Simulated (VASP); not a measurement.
Write the native input for VASP 6.6.1 that does the following.

```yaml
Task: relaxation of cell and atoms
Functional: PBEsol
Potentials_or_basis: VASP PAW PBE potentials, release 64 (Be)
Cutoff: 600 eV
k_mesh: 24 × 24 × 24
Occupations: fermi-dirac, width 0.05 eV
Spin: no spin polarisation
Target_pressure: 290 GPa
Dipole_correction: no
Further_INCAR_settings: ALGO = Normal; EDIFF = 1e-06; IBRION = 2; EDIFFG = -0.005; NSW = 32; ISIF = 3
```

The structure of Be lies in POSCAR:

```
Be
1.0
    1.5981914777      0.0000000000      0.0000000000
    0.0000000000      1.5981914777      0.0000000000
    0.0000000000      0.0000000000      1.5981914777
Be
1
Direct
    0.0000000000      0.0000000000      0.0000000000
```

This isn't the form of Be at room conditions, which is hcp.

These files were run (other wordings do the same):

INCAR

```
SYSTEM = Be
PREC = Accurate
ENCUT = 600
EDIFF = 1E-6
ISMEAR = -1
SIGMA = 0.05
LREAL = .False.
LASPH = .True.
NELM = 60
ALGO = Normal
ISIF = 3
LWAVE = .False.
LCHARG = .False.
GGA = PS
IBRION = 2
NSW = 32
EDIFFG = -0.005
PSTRESS = 2900.0
```

KPOINTS

```
regular mesh
0
Gamma
  24 24 24
  0 0 0
```

Potentials or basis: VASP PAW PBE potentials, release 64 (Be).

Run with:

```console
$ cat potpaw_PBE.64/Be/POTCAR > POTCAR
$ mpirun -np 1 vasp_std > vasp.out
```

It gave:

```json
{
 "Relaxed volume": "4.10 Å³/atom",
 "Relaxed cell": "a = 1.600 Å, b = 1.600 Å, c = 1.600 Å, α = 90.00°, β = 90.00°, γ = 90.00°",
 "Space group after relaxing (to 0.1 Å)": "Pm-3m (No. 221)",
 "Energy change on relaxing (the run minimises the enthalpy)": "-27.8 meV/atom",
 "Ionic steps": "3",
 "Pressure after relaxing": "290.0 GPa",
 "Band gap on the k mesh": "zero (bands 1 and 2 overlap by 9.92 eV)"
}
```

Caveat: the cell is relaxed towards a set pressure, so the run minimises the enthalpy, not the energy; the PAW data sets were made with another functional, which shifts forces and pressure a little.

It took 9.6 s on 1 thread of Intel(R) Xeon(R) Platinum 8559C (Emerald Rapids), on a shared host, peak memory 0.11 GiB.
